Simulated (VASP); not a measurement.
# Cs (I4/mmm) in VASP: single point with LDA

Aim: the single point of Cs with LDA.

Everything below comes from runs of VASP 6.6.1. Logs are shortened: lines on timing, memory, paths and dates and some standing lists are left out, and cuts for length are marked.

**1. The cell of the first run**

The structure is tetragonal, space group I4/mmm (No. 139). Conventional cell: a = 5.689 Å, b = 5.689 Å, c = 6.826 Å, α = 90.00°, β = 90.00°, γ = 90.00°.

**2. Single point, LDA**

Contents of INCAR:

```
ALGO = Fast
EDIFF = 1E-7
ENCUT = 520
GGA = CA
ISIF = 2
ISMEAR = 0
LASPH = T
LCHARG = F
LREAL = F
LWAVE = F
NBANDS = 10
NELM = 100
PREC = Accurate
SIGMA = 0.15
```

Contents of KPOINTS:

```
k-points
0
Gamma
  12 12 12
```

Contents of POSCAR:

```
Cs
1.0
   -2.8442813973      2.8442813973      3.4131376768
    2.8442813973     -2.8442813973      3.4131376768
    2.8442813973      2.8442813973     -3.4131376768
Cs
1
Direct
    0.0000000000      0.0000000000      0.0000000000
```

Potentials or basis: VASP PAW LDA potentials, release 64 (Cs_sv).

Run with:

```
$ cat potpaw_LDA.64/Cs_sv/POTCAR > POTCAR
$ mpirun -np 1 vasp_std > vasp.out
```

OUTCAR:

```text
EDIFF = 1E-7
   ENCUT = 520
   GGA = CA
   ISIF = 2
   ISMEAR = 0
   LASPH = T
   LREAL = F
   NELM = 100
   PREC = Accurate

 ion  position               nearest neighbor table
   1  0.000  0.000  0.000-

  LATTYP: Found a body centered tetragonal cell.
 ALAT       =     5.6885627946
 C/A-ratio  =     1.2000000000

  Lattice vectors:

 A1 = (  -2.8442813973,   2.8442813973,   3.4131376768)
 A2 = (   2.8442813973,  -2.8442813973,   3.4131376768)
 A3 = (   2.8442813973,   2.8442813973,  -3.4131376768)

Analysis of symmetry for initial positions (statically):
=====================================================================
 Subroutine PRICEL returns:
 Original cell was already a primitive cell.

 Routine SETGRP: Setting up the symmetry group for a
 body centered tetragonal supercell.

 Subroutine GETGRP returns: Found 16 space group operations
 (whereof 16 operations were pure point group operations)
 out of a pool of 16 trial point group operations.

The static configuration has the point symmetry D_4h.

Analysis of symmetry for dynamics (positions and initial velocities):
=====================================================================
 Subroutine PRICEL returns:
 Original cell was already a primitive cell.

 Routine SETGRP: Setting up the symmetry group for a
 body centered tetragonal supercell.

 Subroutine GETGRP returns: Found 16 space group operations
 (whereof 16 operations were pure point group operations)
 out of a pool of 16 trial point group operations.

The dynamic configuration has the point symmetry D_4h.

 Subroutine INISYM returns: Found 16 space group operations
 (whereof 16 operations are pure point group operations),
 and found     1 'primitive' translations

----------------------------------------------------------------------------------------

                                     Primitive cell

  volume of cell :     110.4483

  direct lattice vectors                    reciprocal lattice vectors
    -2.844281397  2.844281397  3.413137677     0.000000000  0.175791327  0.146492772
     2.844281397 -2.844281397  3.413137677     0.175791327  0.000000000  0.146492772
     2.844281397  2.844281397 -3.413137677     0.175791327  0.175791327  0.000000000

  length of vectors
     5.275356115  5.275356115  5.275356115     0.228829025  0.228829025  0.248606478

  position of ions in fractional coordinates (direct lattice)
     0.000000000  0.000000000  0.000000000

  ion indices of the primitive-cell ions
   primitive index   ion index
                 1           1

----------------------------------------------------------------------------------------

 KPOINTS: k-points

Automatic generation of k-mesh.
 Grid dimensions read from file:
 generate k-points for:   12   12   12

 Generating k-lattice:

  Cartesian coordinates                     Fractional coordinates (reciprocal lattice)
     0.000000000  0.014649277  0.012207731     0.083333333  0.000000000  0.000000000
     0.014649277  0.000000000  0.012207731     0.000000000  0.083333333  0.000000000
     0.014649277  0.014649277  0.000000000     0.000000000  0.000000000  0.083333333

  Length of vectors
     0.019069085  0.019069085  0.020717207

  Shift w.r.t. Gamma in fractional coordinates (k-lattice)
     0.000000000  0.000000000  0.000000000

 Subroutine IBZKPT returns following result:
 ===========================================

 Found    163 irreducible k-points:

 Following reciprocal coordinates:
            Coordinates               Weight
  0.000000  0.000000  0.000000      1.000000
  0.083333 -0.000000  0.000000      8.000000
  0.166667 -0.000000  0.000000      8.000000
  0.250000 -0.000000  0.000000      8.000000
  0.333333 -0.000000  0.000000      8.000000
  0.416667 -0.000000  0.000000      8.000000
[... 16 lines left out ...]
  0.500000  0.166667  0.000000     16.000000
 -0.416667  0.166667  0.000000     16.000000
 [... further k-points ...]
   k-points           NKPTS =    163   k-points in BZ     NKDIM =    163   number of bands    NBANDS=     10
   number of dos      NEDOS =    301   number of ions     NIONS =      1
   total plane-waves  NPLWV =  64000
   dimension x,y,z NGX =    40 NGY =   40 NGZ =   40
   dimension x,y,z NGXF=    80 NGYF=   80 NGZF=   80
   ions per type =               1
   NGX,Y,Z   is equivalent  to a cutoff of  12.61, 12.61, 12.61 a.u.
   NGXF,Y,Z  is equivalent  to a cutoff of  25.21, 25.21, 25.21 a.u.
 SYSTEM =  unknown system
   PREC   = accura    normal or accurate (medium, high low for compatibility)
   ISTART =      0    job   : 0-new  1-cont  2-samecut
   ICHARG =      2    charge: 1-file 2-atom 10-const
   ISPIN  =      1    spin polarized calculation?
   LNONCOLLINEAR =      F non collinear calculations
   LSORBIT =      F    spin-orbit coupling
   LASPH  =      T    aspherical Exc in radial PAW
   ENCUT  =  520.0 eV  38.22 Ry    6.18 a.u.   9.81  9.81  9.81*2*pi/ulx,y,z
   NELM   =    100;   NELMIN=  2; NELMDL= -5     # of ELM steps
   EDIFF  = 0.1E-06   stopping-criterion for ELM
   LREAL  =      F    real-space projection
   EDIFFG = 0.1E-05   stopping-criterion for IOM
   NSW    =      0    number of steps for IOM
   IBRION =     -1    ionic relax: 0-MD 1-quasi-New 2-CG
   NFREE  =      0    steps in history (QN), initial steepest desc. (CG)
   ISIF   =      2    stress and relaxation
   ISYM   =      2    0-nonsym 1-usesym 2-fastsym
   POTIM  = 0.5000    time-step for ionic-motion
   TEBEG  =    0.0;   TEEND  =   0.0 temperature during run
   PSTRESS=    0.0 pullay stress
   NELECT =       9.0000    total number of electrons
   NUPDOWN=      -1.0000    fix difference up-down
   EMIN   =  10.00;   EMAX   =-10.00  energy-range for DOS
   EFERMI =   0.00;   METHOD = LEGACY
   ISMEAR =     0;   SIGMA  =   0.15  broadening in eV -4-tet -1-fermi 0-gaus
   EFERMI_NEDOS =   21; number of points for ismear=-14 and -15
   IALGO  =     68    algorithm
   IMIX   =      4    mixing-type and parameters
     AMIX     =   0.40;   BMIX     =  1.00
     AMIX_MAG =   1.60;   BMIX_MAG =  1.00
  volume/ion in A,a.u.               =     110.45       745.34
  Fermi-wavevector in a.u.,A,eV,Ry     =   0.709746  1.341225  6.853782  0.503739
  Thomas-Fermi vector in A             =   1.796409
   LORBIT       =      0    0 simple, 1 ext, 2 COOP (PROOUT), +10 PAW based schemes
   GGA     = CA    functional components
   LHFCALC =     F    Hartree Fock is set to
   AEXX    =    0.0000 exact exchange contribution
   IVDW    =     0    specifies the selected vdW correction
   LEPSILON=     F    determine dielectric tensor
   LRPA    =     F    only Hartree local field effects (RPA)
 non-spin polarized calculation
 RMM-DIIS sequential band-by-band and
 Gauss-broadening in eV      SIGMA  =   0.15
  energy-cutoff  :      520.00
  volume of cell :      110.45
 maximum number of plane-waves:      2996
   NGX = 19   NGY = 19   NGZ = 19

 number of electron       9.0000002 magnetization

 Free energy of the ion-electron system (eV)
  ---------------------------------------------------
  ext. energy  EPLUGINS =         0.00000000
  ---------------------------------------------------
  free energy    TOTEN  =        -0.98613280 eV

  energy without entropy =       -0.97118878  energy(sigma->0) =       -0.97866079

 E-fermi :   0.3847     XC(G=0):  -5.6472

 val. band max:        0.3685903755   @ k =  -0.3333  -0.3333   0.2500
 cond. band min:       0.3972104073   @ k =   0.5000   0.2500   0.0833
 fundamental gap:      0.0286200319
 Fermi energy:         0.3846800496

 k-point     1 :       0.0000    0.0000    0.0000
  band No.  band energies     occupation
      1     -23.4113      2.00000
      2     -10.1410      2.00000
      3     -10.1410      2.00000
      4     -10.1393      2.00000
      5      -1.3393      2.00000
      6       2.7008      0.00000
      7       2.7008      0.00000
      8       3.2170      0.00000
      9       3.3785      0.00000
     10       4.1328      0.00000

 k-point     2 :       0.0833   -0.0000    0.0000
  band No.  band energies     occupation
      1     -23.4108      2.00000
      2     -10.1517      2.00000
      3     -10.1437      2.00000
      4     -10.1403      2.00000
      5      -1.2618      2.00000
      6       2.6340      0.00000
      7       2.7220      0.00000
      8       3.1698      0.00000
      9       3.3529      0.00000
     10       4.0502      0.00000

 k-point     3 :       0.1667   -0.0000    0.0000
  band No.  band energies     occupation
      1     -23.4093      2.00000
      2     -10.1823      2.00000
      3     -10.1510      2.00000
      4     -10.1412      2.00000
      5      -1.0377      2.00000
      6       2.3812      0.00000
      7       2.7086      0.00000
      8       3.1804      0.00000
      9       3.4009      0.00000
     10       3.9104      0.00000

 k-point     4 :       0.2500   -0.0000    0.0000
  band No.  band energies     occupation
      1     -23.4073      2.00000
      2     -10.2235      2.00000
      3     -10.1610      2.00000
      4     -10.1423      2.00000
      5      -0.6928      2.00000
      6       2.0335      0.00000
      7       2.5862      0.00000
      8       3.2383      0.00000
      9       3.6742      0.00000
     10       3.8762      0.00000

 k-point     5 :       0.3333   -0.0000    0.0000
  band No.  band energies     occupation
      1     -23.4054      2.00000
      2     -10.2637      2.00000
      3     -10.1710      2.00000
      4     -10.1435      2.00000
      5      -0.2745      2.00000
      6       1.6999      0.00000
      7       2.4401      0.00000
      8       3.2123      0.00000
      9       4.0302      0.00000
     10       4.1267      0.00000

 k-point     6 :       0.4167   -0.0000    0.0000
  band No.  band energies     occupation
      1     -23.4039      2.00000
      2     -10.2927      2.00000
      3     -10.1782      2.00000
      4     -10.1443      2.00000
      5       0.1295      1.98386
      6       1.4198      0.00000
      7       2.3363      0.00000
      8       3.1339      0.00000
      9       4.2556      0.00000
     10       4.6777      0.00000

 k-point     7 :       0.5000   -0.0000    0.0000
  band No.  band energies     occupation
      1     -23.4034      2.00000
      2     -10.3032      2.00000
      3     -10.1808      2.00000
      4     -10.1446      2.00000
      5       0.3285      1.40354
      6       1.2815      0.00000
      7       2.2996      0.00000
      8       3.0918      0.00000
      9       4.3774      0.00000
     10       5.0730      0.00000

 k-point     8 :       0.0833    0.0833    0.0000
  band No.  band energies     occupation
      1     -23.4098      2.00000
      2     -10.1702      2.00000
      3     -10.1487      2.00000
      4     -10.1413      2.00000
      5      -1.1242      2.00000
      6       2.4955      0.00000
      7       2.7192      0.00000
      8       3.1109      0.00000
      9       3.3938      0.00000
     10       3.9977      0.00000

 k-point     9 :       0.1667    0.0833    0.0000
  band No.  band energies     occupation
      1     -23.4082      2.00000
      2     -10.2035      2.00000
      3     -10.1584      2.00000
      4     -10.1426      2.00000
      5      -0.8491      2.00000
      6       2.2022      0.00000
      7       2.6144      0.00000
      8       3.1965      0.00000
      9       3.5324      0.00000
     10       3.9309      0.00000
[... 118 lines left out ...]
 k-point    19 :       0.1667    0.1667    0.0000
  band No.  band energies     occupation
      1     -23.4065      2.00000
      2     -10.2310      2.00000
      3     -10.1716      2.00000
      4     -10.1459      2.00000
      5      -0.5345      2.00000
      6       1.9693      0.00000
      7       2.4165      0.00000
      8       3.3263      0.00000
      9       3.5317      0.00000
     10       4.1315      0.00000

 k-point    20 :       0.2500    0.1667    0.0000
  band No.  band energies     occupation
      1     -23.4048      2.00000
      2     -10.2582      2.00000
      3     -10.1865      2.00000
      4     -10.1494      2.00000
      5      -0.1284      2.00000
      6       1.7263      0.00000
      7       2.2038      0.00000
      8       3.3273      0.00000
      9       3.6348      0.00000
     10       4.5230      0.00000

 k-point    21 :       0.3333    0.1667    0.0000
  band No.  band energies     occupation
      1     -23.4034      2.00000
      2     -10.2792      2.00000
      3     -10.1973      2.00000
      4     -10.1531      2.00000
      5       0.3025      1.56149
      6       1.4698      0.00000
      7       2.0684      0.00000
      8       3.1849      0.00000
      9       3.9707      0.00000
     10       4.7824      0.00000

 k-point    22 :       0.4167    0.1667    0.0000
  band No.  band energies     occupation
      1     -23.4028      2.00000
      2     -10.2887      2.00000
      3     -10.2003      2.00000
      4     -10.1565      2.00000
      5       0.5950      0.04738
      6       1.2574      0.00000
      7       2.0420      0.00000
      8       3.1343      0.00000
      9       4.2464      0.00000
     10       4.5316      0.00000

 k-point    23 :       0.5000    0.1667    0.0000
  band No.  band energies     occupation
      1     -23.4031      2.00000
      2     -10.2842      2.00000
      3     -10.1950      2.00000
      4     -10.1588      2.00000
      5       0.4328      0.64986
      6       1.3565      0.00000
      7       2.0815      0.00000
      8       3.1789      0.00000
      9       4.2690      0.00000
     10       4.4771      0.00000

 k-point    24 :      -0.4167    0.1667    0.0000
  band No.  band energies     occupation
      1     -23.4043      2.00000
      2     -10.2659      2.00000
      3     -10.1834      2.00000
      4     -10.1596      2.00000
      5       0.0239      1.99933
      6       1.6193      0.00000
      7       2.1510      0.00000
      8       3.2363      0.00000
      9       4.0501      0.00000
     10       4.4155      0.00000

 [... further k-points ...]
[... 5 lines left out ...]
  --------------------------------------------------------------------------------------
  -------------------------------------------------------------------------------------
  Total       -0.1962747     -0.1962747     -0.1825450      0.0000000      0.0000000     -0.0000000
  in kB       -2.8471866     -2.8471866     -2.6480220      0.0000000      0.0000000     -0.0000000
  external PRESSURE =      -2.7807984 kB  Pullay stress =       0.0000000 kB

 VOLUME and BASIS-vectors are now :
 -----------------------------------------------------------------------------
  energy-cutoff  :      520.00
  volume of cell :      110.45
      direct lattice vectors                 reciprocal lattice vectors
    -2.844281397  2.844281397  3.413137677     0.000000000  0.175791327  0.146492772
     2.844281397 -2.844281397  3.413137677     0.175791327  0.000000000  0.146492772
     2.844281397  2.844281397 -3.413137677     0.175791327  0.175791327  0.000000000

 POSITION                                       TOTAL-FORCE (eV/Angst)
 -----------------------------------------------------------------------------------
      0.00000      0.00000      0.00000         0.000000      0.000000      0.000000
 -----------------------------------------------------------------------------------
    total drift:                               -0.000000      0.000000     -0.000000

  FREE ENERGIE OF THE ION-ELECTRON SYSTEM (eV)
  ---------------------------------------------------
  free  energy   TOTEN  =        -0.9861328026 eV

  energy  without entropy=       -0.9711887786  energy(sigma->0) =       -0.97866079
```

It took 2.5 min on 1 thread of Intel Xeon Platinum 8375C at 2.90GHz (Ice Lake), shared host; peak memory 0.31 GiB.

What came out:

```
Free energy            : -0.9861 eV
Pressure               : -0.3 GPa
Band gap on the k mesh : zero (an odd number of electrons rules out a gap without spin polarisation)
```

Caveat: spin-orbit coupling is left out, which moves the levels of the heavy elements.
